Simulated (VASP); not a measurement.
# GaP (F-43m) in VASP: notebook, part 3 of 3

VASP 6.6.1. The steps go on from the part before.

**5. Single point, r2SCAN**

This run uses another cell than the first one, of 20.25 Å³/atom, 1.007 times its volume.

Input file POSCAR:

```
GaP
1.0
    0.0000000000      2.7257149910      2.7257149910
    2.7257149910      0.0000000000      2.7257149910
    2.7257149910      2.7257149910      0.0000000000
Ga P
1 1
Direct
    0.0000000000      0.0000000000      0.0000000000
    0.2500000000      0.2500000000      0.2500000000
```

Input file INCAR.step1:

```
SYSTEM = GaP
PREC = Accurate
ENCUT = 520
ISMEAR = -1
SIGMA = 0.02
LREAL = .False.
LASPH = .True.
NELM = 100
NBANDS = 16
GGA = PE
ALGO = Normal
EDIFF = 1E-4
LWAVE = .True.
LCHARG = .False.
```

Input file INCAR.step2:

```
SYSTEM = GaP
PREC = Accurate
ENCUT = 520
EDIFF = 1E-7
ISMEAR = -1
SIGMA = 0.02
LREAL = .False.
LASPH = .True.
NELM = 100
ALGO = Normal
ISIF = 2
LWAVE = .False.
LCHARG = .False.
METAGGA = R2SCAN
LMIXTAU = .True.
NBANDS = 16
ISTART = 1
```

Input file KPOINTS:

```
Automatic mesh
0
Gamma
  8 8 8
  0 0 0
```

Potentials or basis: VASP PAW PBE potentials, release 64 (Ga_d, P).

Run with:

```sh
$ cat potpaw_PBE.64/Ga_d/POTCAR potpaw_PBE.64/P/POTCAR > POTCAR
$ cp INCAR.step1 INCAR
$ mpirun -np 1 vasp_std > vasp.out
$ cp INCAR.step2 INCAR
$ mpirun -np 1 vasp_std > vasp.out
```

OUTCAR:

```text
SYSTEM = GaP
   PREC = Accurate
   ENCUT = 520
   EDIFF = 1E-7
   ISMEAR = -1
   LREAL = .False.
   LASPH = .True.
   NELM = 100
   ISIF = 2
   METAGGA = R2SCAN
   ISTART = 1

 ion  position               nearest neighbor table
   1  0.000  0.000  0.000-   2 2.36   2 2.36   2 2.36   2 2.36
   2  0.250  0.250  0.250-   1 2.36   1 2.36   1 2.36   1 2.36

  LATTYP: Found a face centered cubic cell.
 ALAT       =     5.4514299820

  Lattice vectors:

 A1 = (   0.0000000000,   2.7257149910,   2.7257149910)
 A2 = (   2.7257149910,   0.0000000000,   2.7257149910)
 A3 = (   2.7257149910,   2.7257149910,   0.0000000000)

Analysis of symmetry for initial positions (statically):
=====================================================================
 Subroutine PRICEL returns:
 Original cell was already a primitive cell.

 Routine SETGRP: Setting up the symmetry group for a
 face centered cubic supercell.

 Subroutine GETGRP returns: Found 24 space group operations
 (whereof 24 operations were pure point group operations)
 out of a pool of 48 trial point group operations.

The static configuration has the point symmetry T_d .

Analysis of symmetry for dynamics (positions and initial velocities):
=====================================================================
 Subroutine PRICEL returns:
 Original cell was already a primitive cell.

 Routine SETGRP: Setting up the symmetry group for a
 face centered cubic supercell.

 Subroutine GETGRP returns: Found 24 space group operations
 (whereof 24 operations were pure point group operations)
 out of a pool of 48 trial point group operations.

The dynamic configuration has the point symmetry T_d .

 Subroutine INISYM returns: Found 24 space group operations
 (whereof 24 operations are pure point group operations),
 and found     1 'primitive' translations

[... 111 lines left out ...]
   IALGO  =     38    algorithm
   IMIX   =      4    mixing-type and parameters
     AMIX     =   0.40;   BMIX     =  1.00
     AMIX_MAG =   1.60;   BMIX_MAG =  1.00
  volume/ion in A,a.u.               =      20.25       136.66
  Fermi-wavevector in a.u.,A,eV,Ry     =   1.249324  2.360881 21.236129  1.560811
  Thomas-Fermi vector in A             =   2.383370
   LORBIT       =      0    0 simple, 1 ext, 2 COOP (PROOUT), +10 PAW based schemes
   METAGGA = R2SCAN    functional components
   LHFCALC =     F    Hartree Fock is set to
   AEXX    =    0.0000 exact exchange contribution
   IVDW    =     0    specifies the selected vdW correction
   LEPSILON=     F    determine dielectric tensor
   LRPA    =     F    only Hartree local field effects (RPA)
 non-spin polarized calculation
  energy-cutoff  :      520.00
  volume of cell :       40.50
 maximum number of plane-waves:      1106
 NGX is ok and might be reduce to    30
   NGX = 15   NGY = 15   NGZ = 15

 number of electron      17.9999989 magnetization

 Free energy of the ion-electron system (eV)
  ---------------------------------------------------
  ext. energy  EPLUGINS =         0.00000000
  ---------------------------------------------------
  free energy    TOTEN  =       -21.46308061 eV

  energy without entropy =      -21.46308061  energy(sigma->0) =      -21.46308061

 E-fermi :   4.8708     XC(G=0): -10.5464

 val. band max:        4.4568073198   @ k =   0.0000   0.0000   0.0000
 cond. band min:       6.3598129161   @ k =   0.3750   0.3750   0.0000
 fundamental gap:      1.9030055963
 Fermi energy:         4.8708307740

 k-point     1 :       0.0000    0.0000    0.0000
  band No.  band energies     occupation
      1     -10.5316      2.00000
      2     -10.5316      2.00000
      3     -10.5315      2.00000
      4     -10.4180      2.00000
      5     -10.4180      2.00000
      6      -8.5608      2.00000
[... 433 lines left out ...]
      3     -10.4850      2.00000
      4     -10.4235      2.00000
      5     -10.4103      2.00000
      6      -5.9784      2.00000
[... 8 lines left out ...]
     15      17.1237      0.00000
     16      17.7045      0.00000

 [... further k-points ...]

------------------------ aborting loop because EDIFF is reached ----------------------------------------

  FORCE on cell =-STRESS in cart. coord.  units (eV):
  Direction    XX          YY          ZZ          XY          YZ          ZX
  --------------------------------------------------------------------------------------
  -------------------------------------------------------------------------------------
  Total       -0.0163570     -0.0163570     -0.0163570      0.0000000      0.0000000      0.0000000
  in kB       -0.6470570     -0.6470570     -0.6470570      0.0000000      0.0000000      0.0000000
  external PRESSURE =      -0.6470570 kB  Pullay stress =       0.0000000 kB

 VOLUME and BASIS-vectors are now :
 -----------------------------------------------------------------------------
  energy-cutoff  :      520.00
  volume of cell :       40.50
      direct lattice vectors                 reciprocal lattice vectors
     0.000000000  2.725714991  2.725714991    -0.183438108  0.183438108  0.183438108
     2.725714991  0.000000000  2.725714991     0.183438108 -0.183438108  0.183438108
     2.725714991  2.725714991  0.000000000     0.183438108  0.183438108 -0.183438108

 POSITION                                       TOTAL-FORCE (eV/Angst)
 -----------------------------------------------------------------------------------
      0.00000      0.00000      0.00000         0.000000      0.000000      0.000000
      1.36286      1.36286      1.36286        -0.000000     -0.000000     -0.000000
 -----------------------------------------------------------------------------------
    total drift:                                0.000010      0.000010      0.000010

  FREE ENERGIE OF THE ION-ELECTRON SYSTEM (eV)
  ---------------------------------------------------
  free  energy   TOTEN  =       -21.4630806146 eV

  energy  without entropy=      -21.4630806146  energy(sigma->0) =      -21.46308061
```

OSZICAR.step1:

```text
N       E                     dE             d eps       ncg     rms          rms(c)
DAV:   1     0.775928036027E+02    0.77593E+02   -0.90843E+03   960   0.161E+03
DAV:   2    -0.355847576417E+01   -0.81151E+02   -0.77387E+02  1040   0.301E+02
DAV:   3    -0.929569948232E+01   -0.57372E+01   -0.57204E+01  1176   0.636E+01
DAV:   4    -0.938387685074E+01   -0.88177E-01   -0.88160E-01  1160   0.848E+00
DAV:   5    -0.938567930373E+01   -0.18025E-02   -0.18024E-02  1184   0.104E+00    0.425E+00
DAV:   6    -0.914274360264E+01    0.24294E+00   -0.37728E-01  1424   0.105E+01    0.281E+00
DAV:   7    -0.911560745573E+01    0.27136E-01   -0.95476E-02  1256   0.207E+00    0.112E+00
DAV:   8    -0.911590004821E+01   -0.29259E-03   -0.13353E-02  1064   0.140E+00    0.196E-01
DAV:   9    -0.911629609093E+01   -0.39604E-03   -0.13268E-03  1184   0.503E-01    0.798E-02
DAV:  10    -0.911636476593E+01   -0.68675E-04   -0.87582E-05   960   0.116E-01
   1 F= -.91163648E+01 E0= -.91163648E+01  d E =-.219848E-11
```

It took 92 s on 1 thread of Intel Xeon 6975P-C (Granite Rapids), shared host; peak memory 0.17 GiB.

Results:

| Property | Result |
| --- | --- |
| Free energy | -21.4631 eV |
| Pressure | -0.1 GPa |
| Band gap on the k mesh | 1.90 eV, indirect (least direct gap 2.34 eV) |

Caveat: the PAW data sets were made with another functional, which shifts forces and pressure a little.

**6. The runs side by side**

| level | potentials or basis | cell | gap on the mesh (eV) | pressure (GPa) |
| --- | --- | --- | --- | --- |
| PBEsol | VASP PAW PBE potentials, release 64 (Ga_d, P) | a = 3.846 Å, angles 60.0°, 2 atoms | 1.50 | -0.1 |
| LDA | VASP PAW LDA potentials, release 64 (Ga_d, P) | a = 3.812 Å, angles 60.0°, 2 atoms | 1.43 | 0.1 |
| PBE | VASP PAW PBE potentials, release 64 (Ga_d, P) | a = 3.893 Å, angles 60.0°, 2 atoms | 1.58 | 0.0 |
| r2SCAN | VASP PAW PBE potentials, release 64 (Ga_d, P) | a = 3.855 Å, angles 60.0°, 2 atoms | 1.90 | -0.1 |

Alike in all rows: task single point; no spin polarisation; k mesh 8 × 8 × 8; cutoff (eV) 520; smearing fermi-dirac 0.02 eV.

Caveats: the PAW data sets were made with another functional, which shifts forces and pressure a little (some runs).

Total energies depend on the potentials used, so only differences within one code and one set of settings carry meaning.

**7. How close it comes**

Step 2. Against the measured gap of GaP, 2.34 eV (indirect; 10 K; quoted in “Stacking defects in GaP nanowires: Electronic structure and optical properties”, 2018, arxiv:1810.01194), the calculated 1.50 eV is off by -0.84 eV. Spin-orbit coupling on Ga is left out. The value is that of PBEsol on a finite k mesh, which can miss the band edges, without temperature or zero-point motion. Semilocal functionals fall short of measured gaps as a rule.

Step 3. A measured gap of GaP is 2.34 eV (indirect; 10 K; quoted in “Stacking defects in GaP nanowires: Electronic structure and optical properties”, 2018, arxiv:1810.01194); the calculated 1.43 eV misses it by -0.91 eV. Spin-orbit coupling on Ga is left out. The value is that of LDA on a finite k mesh, which can miss the band edges, without temperature or zero-point motion. Semilocal functionals fall short of measured gaps as a rule.

Step 4. Measured gap of GaP: 2.34 eV (indirect; 10 K; quoted in “Stacking defects in GaP nanowires: Electronic structure and optical properties”, 2018, arxiv:1810.01194). This calculation gives 1.58 eV (-0.76 eV). Spin-orbit coupling on Ga is left out. The value is that of PBE on a finite k mesh, which can miss the band edges, without temperature or zero-point motion. Semilocal functionals fall short of measured gaps as a rule.

Step 5. Measured gap of GaP: 2.34 eV (indirect; 10 K; quoted in “Stacking defects in GaP nanowires: Electronic structure and optical properties”, 2018, arxiv:1810.01194). This calculation gives 1.90 eV (-0.44 eV). Spin-orbit coupling on Ga is left out. The value is that of r2SCAN on a finite k mesh, which can miss the band edges, without temperature or zero-point motion.
